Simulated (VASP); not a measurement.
# LiCl (Fm-3m) in VASP: G0W0 quasiparticle levels with PBE

Aim: the G0W0 quasiparticle levels of LiCl with PBE.

Everything below comes from runs of VASP 6.6.1. Logs are shortened: lines on timing, memory, paths and dates and some standing lists are left out, and cuts for length are marked.

### 1 The cell of the first run

Symmetry: Fm-3m, No. 225, cubic system. The conventional cell has a = 5.112 Å, b = 5.112 Å, c = 5.112 Å, α = 90.00°, β = 90.00°, γ = 90.00°. Within 3.4 Å of Li (site symmetry m-3m) lie 6 Cl at 2.56 Å. Cl (site symmetry m-3m) has 6 Li at 2.56 Å within 3.4 Å.

### 2 G0W0 quasiparticle levels, PBE

The input, POSCAR:

```
LiCl
1.0
    0.0000000000      2.5560369889      2.5560369889
    2.5560369889      0.0000000000      2.5560369889
    2.5560369889      2.5560369889      0.0000000000
Li Cl
1 1
Direct
    0.0000000000      0.0000000000      0.0000000000
    0.5000000000      0.5000000000      0.5000000000
```

The input, INCAR.step1:

```
PREC = Accurate
ENCUT = 500
EDIFF = 1E-8
ISMEAR = 0
SIGMA = 0.01
LREAL = False
LASPH = True
NELM = 80
ALGO = Normal
LWAVE = True
LCHARG = False
GGA = PE
```

The input, INCAR.step2:

```
PREC = Accurate
ENCUT = 500
EDIFF = 1E-8
ISMEAR = 0
SIGMA = 0.01
LREAL = False
LASPH = True
NELM = 1
ALGO = Exact
LWAVE = True
LCHARG = False
GGA = PE
NBANDS = 103
LOPTICS = True
ISTART = 1
```

The input, INCAR.step3:

```
PREC = Accurate
ENCUT = 500
EDIFF = 1E-8
ISMEAR = 0
SIGMA = 0.01
LREAL = False
LASPH = True
ALGO = EVGW0
LWAVE = False
LCHARG = False
GGA = PE
NELMGW = 1
NBANDS = 103
ENCUTGW = 120.0
NOMEGA = 96
PRECFOCK = Fast
ISTART = 1
NBANDSGW = 12
OMEGAMAX = 20
```

The input, KPOINTS:

```
regular mesh
0
Gamma
  6 6 6
```

Potentials or basis: VASP PAW PBE potentials, release 64 (Li_GW, Cl_GW).

The run is started by

```
$ cat potpaw_PBE.64/Li_GW/POTCAR potpaw_PBE.64/Cl_GW/POTCAR > POTCAR
$ cp INCAR.step1 INCAR
$ mpirun -np 1 vasp_std > vasp.out
$ cp INCAR.step2 INCAR
$ mpirun -np 1 vasp_std > vasp.out
$ cp INCAR.step3 INCAR
$ mpirun -np 1 vasp_std > vasp.out
```

OUTCAR:

```text
PREC = Accurate
   ENCUT = 500
   EDIFF = 1E-8
   ISMEAR = 0
   LREAL = False
   LASPH = True
   GGA = PE
   NELMGW = 1
   ENCUTGW = 120.0
   PRECFOCK = Fast
   ISTART = 1

 ion  position               nearest neighbor table
   1  0.000  0.000  0.000-   2 2.56   2 2.56   2 2.56   2 2.56   2 2.56   2 2.56
   2  0.500  0.500  0.500-   1 2.56   1 2.56   1 2.56   1 2.56   1 2.56   1 2.56

  LATTYP: Found a face centered cubic cell.
 ALAT       =     5.1120739778

  Lattice vectors:

 A1 = (   0.0000000000,   2.5560369889,   2.5560369889)
 A2 = (   2.5560369889,   0.0000000000,   2.5560369889)
 A3 = (   2.5560369889,   2.5560369889,   0.0000000000)

Analysis of symmetry for initial positions (statically):
=====================================================================
 Subroutine PRICEL returns:
 Original cell was already a primitive cell.

 Routine SETGRP: Setting up the symmetry group for a
 face centered cubic supercell.

 Subroutine GETGRP returns: Found 48 space group operations
 (whereof 48 operations were pure point group operations)
 out of a pool of 48 trial point group operations.

The static configuration has the point symmetry O_h .

Analysis of symmetry for dynamics (positions and initial velocities):
=====================================================================
 Subroutine PRICEL returns:
 Original cell was already a primitive cell.

 Routine SETGRP: Setting up the symmetry group for a
 face centered cubic supercell.

 Subroutine GETGRP returns: Found 48 space group operations
 (whereof 48 operations were pure point group operations)
 out of a pool of 48 trial point group operations.

The dynamic configuration has the point symmetry O_h .

 Subroutine INISYM returns: Found 48 space group operations
 (whereof 48 operations are pure point group operations),
 and found     1 'primitive' translations

----------------------------------------------------------------------------------------

                                     Primitive cell

  volume of cell :      33.3988

  direct lattice vectors                    reciprocal lattice vectors
     0.000000000  2.556036989  2.556036989    -0.195615323  0.195615323  0.195615323
     2.556036989  0.000000000  2.556036989     0.195615323 -0.195615323  0.195615323
     2.556036989  2.556036989  0.000000000     0.195615323  0.195615323 -0.195615323

  length of vectors
     3.614782176  3.614782176  3.614782176     0.338815677  0.338815677  0.338815677

  position of ions in fractional coordinates (direct lattice)
     0.000000000  0.000000000  0.000000000
     0.500000000  0.500000000  0.500000000

  ion indices of the primitive-cell ions
   primitive index   ion index
                 1           1
                 2           2

----------------------------------------------------------------------------------------

 KPOINTS: regular mesh

Automatic generation of k-mesh.
 Grid dimensions read from file:
 generate k-points for:    6    6    6

 Generating k-lattice:

  Cartesian coordinates                     Fractional coordinates (reciprocal lattice)
    -0.032602554  0.032602554  0.032602554     0.166666667  0.000000000  0.000000000
     0.032602554 -0.032602554  0.032602554     0.000000000  0.166666667  0.000000000
     0.032602554  0.032602554 -0.032602554     0.000000000  0.000000000  0.166666667

  Length of vectors
     0.056469280  0.056469280  0.056469280

  Shift w.r.t. Gamma in fractional coordinates (k-lattice)
     0.000000000  0.000000000  0.000000000

 Subroutine IBZKPT returns following result:
 ===========================================

 Found     16 irreducible k-points:

 Following reciprocal coordinates:
            Coordinates               Weight
  0.000000  0.000000  0.000000      1.000000
  0.166667  0.000000  0.000000      8.000000
  0.333333  0.000000  0.000000      8.000000
  0.500000  0.000000  0.000000      4.000000
  0.166667  0.166667  0.000000      6.000000
  0.333333  0.166667  0.000000     24.000000
[... 8 lines left out ...]
 -0.333333  0.333333  0.166667     24.000000
 -0.333333  0.500000  0.166667     12.000000
   k-points           NKPTS =     16   k-points in BZ     NKDIM =    216   number of bands    NBANDS=    103
   number of dos      NEDOS =    301   number of ions     NIONS =      2
   total plane-waves  NPLWV =  21952
   dimension x,y,z NGX =    28 NGY =   28 NGZ =   28
   dimension x,y,z NGXF=    56 NGYF=   56 NGZF=   56
   ions per type =               1   1
   NGX,Y,Z   is equivalent  to a cutoff of  12.88, 12.88, 12.88 a.u.
   NGXF,Y,Z  is equivalent  to a cutoff of  25.75, 25.75, 25.75 a.u.
 SYSTEM =  unknown system
   PREC   = accura    normal or accurate (medium, high low for compatibility)
   ISTART =      1    job   : 0-new  1-cont  2-samecut
   ICHARG =      0    charge: 1-file 2-atom 10-const
   ISPIN  =      1    spin polarized calculation?
   LNONCOLLINEAR =      F non collinear calculations
   LSORBIT =      F    spin-orbit coupling
   LASPH  =      T    aspherical Exc in radial PAW
   ENCUT  =  500.0 eV  36.75 Ry    6.06 a.u.   6.59  6.59  6.59*2*pi/ulx,y,z
   NELM   =     60;   NELMIN=  2; NELMDL=  0     # of ELM steps
   EDIFF  = 0.1E-07   stopping-criterion for ELM
   LREAL  =      F    real-space projection
   EDIFFG = 0.1E-06   stopping-criterion for IOM
   NSW    =      0    number of steps for IOM
   IBRION =     -1    ionic relax: 0-MD 1-quasi-New 2-CG
   NFREE  =      0    steps in history (QN), initial steepest desc. (CG)
   ISIF   =      0    stress and relaxation
   ISYM   =      3    0-nonsym 1-usesym 2-fastsym
   POTIM  = 0.5000    time-step for ionic-motion
   TEBEG  =    0.0;   TEEND  =   0.0 temperature during run
   PSTRESS=    0.0 pullay stress
   NELECT =       8.0000    total number of electrons
   NUPDOWN=      -1.0000    fix difference up-down
   EMIN   =  10.00;   EMAX   =-10.00  energy-range for DOS
   EFERMI =   0.00;   METHOD = LEGACY
   ISMEAR =     0;   SIGMA  =   0.01  broadening in eV -4-tet -1-fermi 0-gaus
   EFERMI_NEDOS =   21; number of points for ismear=-14 and -15
   IALGO  =     38    algorithm
   IMIX   =      4    mixing-type and parameters
     AMIX     =   0.40;   BMIX     =  1.00
     AMIX_MAG =   1.60;   BMIX_MAG =  1.00
  volume/ion in A,a.u.               =      16.70       112.69
  Fermi-wavevector in a.u.,A,eV,Ry     =   1.016704  1.921291 14.064155  1.033686
  Thomas-Fermi vector in A             =   2.150062
   LORBIT       =      0    0 simple, 1 ext, 2 COOP (PROOUT), +10 PAW based schemes
   GGA     = PE    functional components
   LHFCALC =     T    Hartree Fock is set to
   PRECFOCK=fast      Normal, Fast or Accurate (Low or Medium for compatibility)
   ENCUT4O =  -1.0   cutoff for four orbital integrals eV
   NKREDX  =     1    reduce k-point grid by
   NKREDY  =     1    reduce k-point grid by
   NKREDZ  =     1    reduce k-point grid by
   AEXX    =    1.0000 exact exchange contribution
   HFSCREEN=    0.0000 screening length (either q_TF or 0.3 A-1)
   HFSCREENC=   0.0000 screening length for correlation (either q_TF or 0.3 A-1)
   ENCUTFOCK=  -1.0 apply spherical cutoff to Coloumb kernel
   IVDW    =     0    specifies the selected vdW correction
   LEPSILON=     F    determine dielectric tensor
   LRPA    =     F    only Hartree local field effects (RPA)
   LRPAFORCE           =     F    calculate RPA forces
   ENCUTGW             = 120.0    cutoff for response function in eV
   ENCUTGWSOFT         =  96.0    soft cutoff for Coulomb kernel in GW response function in eV
   ENCUTLF             =  -1.0    cutoff for local field effects
   NELMGW              =     1    number of iterations in solving QP/BSE equation
   NELMHF              =     1    number of iterations in the inner HF iteration
   NKREDLFX            =     1    NKREDLFY  =   1   NKREDLFZ  =   1
 non-spin polarized calculation
 Gauss-broadening in eV      SIGMA  =   0.01
  energy-cutoff  :      500.00
  volume of cell :       33.40
 maximum number of plane-waves:       869
 NGX is ok and might be reduce to    28
  NGX = 16; NGY = 16; NGZ = 16
   NGX = 13   NGY = 13   NGZ = 13
 maximum number of plane-waves:       113
 NGX is ok and might be reduce to    14

 QP shifts <psi_nk| G(iteration)W_0 |psi_nk>: iteration 1
 for sc-GW calculations column KS-energies equals QP-energies in previous step
 and V_xc(KS)=  KS-energies - (<T + V_ion + V_H > + <T+V_H+V_ion>^1  + <V_x>^1)

 k-point   1 :       0.0000    0.0000    0.0000
  band No.  KS-energies  QP-energies   sigma(KS)   V_xc(KS)     V^pw_x(r,r')   Z            occupation Imag(sigma)

      1     -14.3304     -15.7064     -16.4643     -14.7361     -24.1366       0.7962       2.0000       1.5845
      2      -0.8845      -2.5189     -16.8042     -14.7574     -18.9240       0.7985       2.0000       0.0342
      3      -0.8845      -2.5189     -16.8042     -14.7574     -18.9240       0.7985       2.0000       0.0342
      4      -0.8845      -2.5189     -16.8042     -14.7574     -18.9240       0.7985       2.0000       0.0342
      5       5.4950       6.3423      -7.6031      -8.6107      -4.1704       0.8410       0.0000      -0.0428
      6      10.9119      12.1652      -8.0788      -9.5904      -4.2888       0.8292       0.0000      -0.0559
      7      10.9119      12.1652      -8.0788      -9.5904      -4.2888       0.8292       0.0000      -0.0559
      8      10.9119      12.1652      -8.0788      -9.5904      -4.2888       0.8292       0.0000      -0.0559
      9      13.4714      15.0468      -9.1504     -11.1128      -4.9027       0.8028       0.0000      -0.0789
     10      13.4714      15.0468      -9.1504     -11.1128      -4.9027       0.8028       0.0000      -0.0789
     11      13.7074      14.8213      -5.8820      -7.2871      -1.4347       0.7927       0.0000      -0.0984
     12      13.7074      14.8213      -5.8820      -7.2871      -1.4347       0.7927       0.0000      -0.0984

 k-point   2 :       0.1667    0.0000    0.0000
  band No.  KS-energies  QP-energies   sigma(KS)   V_xc(KS)     V^pw_x(r,r')   Z            occupation Imag(sigma)

      1     -14.1955     -15.5057     -16.5022     -14.8461     -24.1954       0.7911       2.0000       1.5473
      2      -1.7585      -3.5128     -16.0261     -13.8146     -18.2446       0.7933       2.0000       0.0385
      3      -0.9559      -2.6024     -16.7698     -14.7054     -18.9001       0.7976       2.0000       0.0345
      4      -0.9559      -2.6024     -16.7698     -14.7054     -18.9001       0.7976       2.0000       0.0345
      5       6.1807       7.0984      -7.8113      -8.9068      -4.3404       0.8376       0.0000      -0.0442
      6       9.9661      11.1043      -7.8790      -9.2513      -4.1256       0.8294       0.0000      -0.0556
      7      10.5305      11.8323      -7.5036      -9.0754      -3.6922       0.8282       0.0000      -0.0577
      8      10.5305      11.8323      -7.5036      -9.0754      -3.6922       0.8282       0.0000      -0.0577
      9      12.1592      13.5218      -8.0180      -9.6852      -3.9891       0.8173       0.0000      -0.0664
     10      12.1592      13.5218      -8.0180      -9.6852      -3.9891       0.8173       0.0000      -0.0664
     11      14.3392      15.3429      -6.0446      -7.3258      -1.5618       0.7834       0.0000      -0.1109
     12      16.9518      18.2325      -7.9182      -9.5903      -2.9831       0.7659       0.0000      -0.2354
[... 196 lines left out ...]
      1     -13.5615     -14.6000     -16.8454     -15.4494     -24.5595       0.7439       2.0000       1.3221
      2      -3.2914      -5.2618     -15.0551     -12.5456     -17.5664       0.7851       2.0000       0.0518
      3      -2.6474      -4.5220     -15.3858     -13.0122     -17.7545       0.7898       2.0000       0.0453
      4      -1.6857      -3.4429     -16.1861     -13.9720     -18.4152       0.7937       2.0000       0.0380
      5       8.0187       9.1207      -7.5956      -8.9123      -4.0311       0.8369       0.0000      -0.0487
      6       8.4178       9.6151      -7.6355      -9.0705      -4.0819       0.8344       0.0000      -0.0491
      7      10.0287      11.3667      -7.8005      -9.4222      -3.9858       0.8251       0.0000      -0.0582
      8      10.2612      11.4881      -8.7466     -10.2504      -4.8447       0.8159       0.0000      -0.0625
      9      14.2222      15.4559      -7.8383      -9.4017      -3.3914       0.7891       0.0000      -0.1018
     10      15.1080      16.3392      -7.5910      -9.1825      -2.9490       0.7736       0.0000      -0.1306
     11      17.0963      18.7812      -9.7601     -11.9223      -4.7174       0.7793       0.0000      -0.2143
     12      19.6687      21.1261      -9.6207     -11.4956      -4.0238       0.7774       0.0000      -0.5664

 k-point  16 :      -0.3333    0.5000    0.1667
  band No.  KS-energies  QP-energies   sigma(KS)   V_xc(KS)     V^pw_x(r,r')   Z            occupation Imag(sigma)

      1     -13.4962     -14.5143     -16.8973     -15.5184     -24.6054       0.7383       2.0000       1.2947
      2      -3.4566      -5.4290     -14.9192     -12.4011     -17.4512       0.7833       2.0000       0.0537
      3      -2.5677      -4.4374     -15.4782     -13.1111     -17.8463       0.7899       2.0000       0.0445
      4      -1.9755      -3.7756     -15.9718     -13.6970     -18.2526       0.7913       2.0000       0.0398
      5       7.8131       8.9581      -7.3632      -8.7326      -3.8472       0.8361       0.0000      -0.0476
      6       8.4705       9.5063      -7.9850      -9.2250      -4.4692       0.8353       0.0000      -0.0482
      7      10.4326      11.7562      -7.4312      -9.0412      -3.5132       0.8221       0.0000      -0.0625
      8      10.5654      11.8274      -8.8709     -10.4273      -4.8816       0.8108       0.0000      -0.0658
      9      14.0952      15.3199      -7.1999      -8.7642      -2.6843       0.7829       0.0000      -0.1062
     10      16.1583      17.5312      -8.4346     -10.2162      -3.6116       0.7706       0.0000      -0.1717
     11      17.1477      18.9910     -10.5641     -12.9425      -5.4375       0.7750       0.0000      -0.1947
     12      17.8209      19.2640      -9.6989     -11.5737      -4.4287       0.7697       0.0000      -0.3513
```

Wall time 3.4 min (1 thread of Intel Xeon 6975P-C (Granite Rapids), shared host); peak memory 0.58 GiB.

What came out:

- Quasiparticle gap: 8.86 eV
- Least direct quasiparticle gap: 8.86 eV
- Band gap of the starting levels on the mesh: 6.38 eV
- Least direct gap of the starting levels on the mesh: 6.38 eV

Caveat: bands, screening cutoff and mesh are small and nothing is extrapolated, so the quasiparticle values aren't converged.
